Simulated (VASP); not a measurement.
# SnO (Romarchite) (P4/nmm) in VASP: a series of runs, part 2 of 2

VASP 6.6.1.

### 5 Single point, LDA

This run uses another cell than the first one, of 18.16 Å³/atom, 1.095 times its volume.

Contents of INCAR:

```
PREC = Accurate
ENCUT = 520
EDIFF = 1E-6
ISMEAR = 0
SIGMA = 0.01
LREAL = F
LASPH = T
NELM = 80
ALGO = Normal
ISIF = 2
LWAVE = F
LCHARG = T
LELF = T
LVHAR = T
NBANDS = 28
```

Contents of KPOINTS:

```
Automatic mesh
0
Gamma
  5 5 4
```

Contents of POSCAR:

```
SnO
1.0
    3.8485873114      0.0000000000      0.0000000000
    0.0000000000      3.8485873114      0.0000000000
    0.0000000000      0.0000000000      4.9045020420
Sn O
2 2
Direct
    0.5000000000      0.0000000000      0.2369000000
    0.0000000000      0.5000000000      0.7631000000
    0.0000000000      0.0000000000      0.0000000000
    0.5000000000      0.5000000000      0.0000000000
```

Potentials or basis: VASP PAW LDA potentials, release 64 (Sn_d, O).

The run is started by

```bash
cat potpaw_LDA.64/Sn_d/POTCAR potpaw_LDA.64/O/POTCAR > POTCAR
mpirun -np 1 vasp_std > vasp.out
```

OUTCAR:

```text
PREC = Accurate
   ENCUT = 520
   EDIFF = 1E-6
   ISMEAR = 0
   LREAL = F
   LASPH = T
   NELM = 80
   ISIF = 2

 ion  position               nearest neighbor table
   1  0.500  0.000  0.237-   3 2.25   4 2.25   4 2.25   3 2.25   2 3.58   2 3.58   2 3.58   2 3.58
                             2 3.75   2 3.75   2 3.75   2 3.75
   2  0.000  0.500  0.763-   3 2.25   4 2.25   3 2.25   4 2.25   1 3.58   1 3.58   1 3.58   1 3.58
                             1 3.75   1 3.75   1 3.75   1 3.75
   3  0.000  0.000  0.000-   1 2.25   2 2.25   2 2.25   1 2.25
   4  0.500  0.500  0.000-   1 2.25   2 2.25   1 2.25   2 2.25
[... 754 lines left out ...]
  --------------------------------------------------------------------------------------
  -------------------------------------------------------------------------------------
  Total       -2.5770228     -2.5770228     -2.0661369      0.0000000      0.0000000      0.0000000
  in kB      -56.8370126    -56.8370126    -45.5692700      0.0000000      0.0000000      0.0000000
  external PRESSURE =     -53.0810984 kB  Pullay stress =       0.0000000 kB

 VOLUME and BASIS-vectors are now :
 -----------------------------------------------------------------------------
  energy-cutoff  :      520.00
  volume of cell :       72.64
      direct lattice vectors                 reciprocal lattice vectors
     3.848587311  0.000000000  0.000000000     0.259835602  0.000000000  0.000000000
     0.000000000  3.848587311  0.000000000     0.000000000  0.259835602  0.000000000
     0.000000000  0.000000000  4.904502042     0.000000000  0.000000000  0.203894298

 POSITION                                       TOTAL-FORCE (eV/Angst)
 -----------------------------------------------------------------------------------
      1.92429      0.00000      1.16188        -0.000000      0.000000     -0.524150
      0.00000      1.92429      3.74263         0.000000      0.000000      0.524150
      0.00000      0.00000      0.00000         0.000000      0.000000      0.000000
      1.92429      1.92429      0.00000         0.000000     -0.000000      0.000000
 -----------------------------------------------------------------------------------
    total drift:                                0.000000      0.000000      0.000000

  FREE ENERGIE OF THE ION-ELECTRON SYSTEM (eV)
  ---------------------------------------------------
  free  energy   TOTEN  =       -25.6480159219 eV

  energy  without entropy=      -25.6480159219  energy(sigma->0) =      -25.64801592
```

OSZICAR:

```text
N       E                     dE             d eps       ncg     rms          rms(c)
DAV:   1     0.413687617567E+03    0.41369E+03   -0.19977E+04  1044   0.220E+03
DAV:   2     0.342228449819E+02   -0.37946E+03   -0.36320E+03  1048   0.534E+02
DAV:   3    -0.264939933709E+02   -0.60717E+02   -0.59426E+02  1204   0.181E+02
DAV:   4    -0.292512123955E+02   -0.27572E+01   -0.27460E+01  1136   0.418E+01
DAV:   5    -0.293174087664E+02   -0.66196E-01   -0.66189E-01  1092   0.702E+00    0.114E+01
DAV:   6    -0.258001773948E+02    0.35172E+01   -0.17266E+01  1624   0.462E+01    0.522E+00
DAV:   7    -0.257061654778E+02    0.94012E-01   -0.22019E+00  1196   0.881E+00    0.244E+00
DAV:   8    -0.256615359977E+02    0.44629E-01   -0.34667E-01  1152   0.368E+00    0.765E-01
DAV:   9    -0.256476366626E+02    0.13899E-01   -0.45312E-02  1640   0.204E+00    0.221E-01
DAV:  10    -0.256484918290E+02   -0.85517E-03   -0.70450E-03  1472   0.721E-01    0.154E-01
DAV:  11    -0.256479945087E+02    0.49732E-03   -0.21491E-03  1524   0.401E-01    0.151E-02
DAV:  12    -0.256480176718E+02   -0.23163E-04   -0.23596E-04  1040   0.893E-02    0.215E-02
DAV:  13    -0.256480164668E+02    0.12051E-05   -0.85772E-06  1272   0.211E-02    0.760E-03
DAV:  14    -0.256480159219E+02    0.54489E-06   -0.22659E-06   820   0.104E-02
   1 F= -.25648016E+02 E0= -.25648016E+02  d E =-.124931E-23
```

stdout:

```text
POSCAR found type information on POSCAR SnO
 POSCAR found :  2 types and       4 ions
 scaLAPACK will be used
 LDA part: xc-table for (Slater(with rela. corr.)+CA(PZ))
 , standard interpolation
 POSCAR, INCAR and KPOINTS ok, starting setup
 FFT: planning ... GRIDC
 FFT: planning ... GRID_SOFT
 FFT: planning ... GRID
 WAVECAR not read
 entering main loop
```

Wall time 25 s (1 thread of Intel Xeon Platinum 8488C (Sapphire Rapids), shared host); peak memory 0.16 GiB.

Results:

```yaml
Free_energy: -25.6480 eV
Pressure: -5.3 GPa
Largest_force: 0.524 eV/Å
Band_gap_on_the_k_mesh: 0.67 eV, indirect (least direct gap 2.02 eV)
```

Forces on the atoms (eV/Å):
```
Sn   0.000  0.000 -0.524
Sn   0.000  0.000  0.524
O    0.000  0.000  0.000
O    0.000  0.000  0.000
```

Caveat: spin-orbit coupling is left out, which moves the levels of the heavy elements.

### 6 Single point, LDA

This run uses another cell than the first one, of 18.68 Å³/atom, 1.126 times its volume.

Changes to INCAR since step 5:

```diff
@@ -7,3 +7,3 @@
 LASPH = T
-NELM = 80
+NELM = 100
 ALGO = Normal
@@ -12,2 +12,3 @@
 LCHARG = T
+GGA = CA
 LELF = T
```

KPOINTS is that of step 5.

Contents of POSCAR:

```
SnO
1.0
    3.8852427300      0.0000000000      0.0000000000
    0.0000000000      3.8852427300      0.0000000000
    0.0000000000      0.0000000000      4.9512143967
Sn O
2 2
Direct
    0.5000000000      0.0000000000      0.2369000000
    0.0000000000      0.5000000000      0.7631000000
    0.0000000000      0.0000000000      0.0000000000
    0.5000000000      0.5000000000      0.0000000000
```

Potentials or basis: VASP PAW LDA potentials, release 64 (Sn_d, O).

The run is started by

```bash
cat potpaw_LDA.64/Sn_d/POTCAR potpaw_LDA.64/O/POTCAR > POTCAR
mpirun -np 1 vasp_std > vasp.out
```

Wall time 25 s (1 thread of Intel Xeon Platinum 8488C (Sapphire Rapids), shared host); peak memory 0.17 GiB.

Results (log left out):

* Free energy: -25.5662 eV
* Pressure: -7.4 GPa
* Largest force: 0.866 eV/Å
* Band gap on the k mesh: 0.76 eV, indirect (least direct gap 1.98 eV)

Forces in eV/Å, atoms in the order of the input:
```
Sn   0.000  0.000 -0.866
Sn   0.000  0.000  0.866
O    0.000  0.000  0.000
O    0.000  0.000  0.000
```

Stress tensor (GPa, compression positive):
```
-7.96  0.00  0.00
 0.00 -7.96  0.00
 0.00  0.00 -6.35
```

Levels at points of the mesh, in eV from the valence-band top:
```
           k point  band 18  band 19  band 20  band 21  band 22  band 23
(0.00, 0.00, 0.00)    -2.71    -2.71     0.00     1.98     4.27     4.71
(0.00, 0.00, 0.50)    -2.73    -2.73    -1.81     1.63     3.07     3.07
```

Caveat: spin-orbit coupling is left out, which moves the levels of the heavy elements.

### 7 The runs side by side

| cell | gap on the mesh (eV) | pressure (GPa) | largest force (eV/Å) |
| --- | --- | --- | --- |
| a = 3.734, b = 3.734, c = 4.759 Å, 4 atoms | 0.38 | 3.6 | 0.76 |
| a = 3.773, b = 3.773, c = 4.808 Å, 4 atoms | 0.48 | 0.1 | 0.28 |
| a = 3.811, b = 3.811, c = 4.857 Å, 4 atoms | 0.58 | -2.8 | 0.14 |
| a = 3.849, b = 3.849, c = 4.905 Å, 4 atoms | 0.67 | -5.3 | 0.52 |
| a = 3.885, b = 3.885, c = 4.951 Å, 4 atoms | 0.76 | -7.4 | 0.87 |

Alike in all rows: task single point; level LDA; potentials or basis VASP PAW LDA potentials, release 64 (Sn_d, O); no spin polarisation; k mesh 5 × 5 × 4; cutoff (eV) 520; smearing gaussian 0.01 eV.

Caveats: spin-orbit coupling is left out, which moves the levels of the heavy elements.

Total energies depend on the potentials used, so only differences within one code and one set of settings carry meaning.
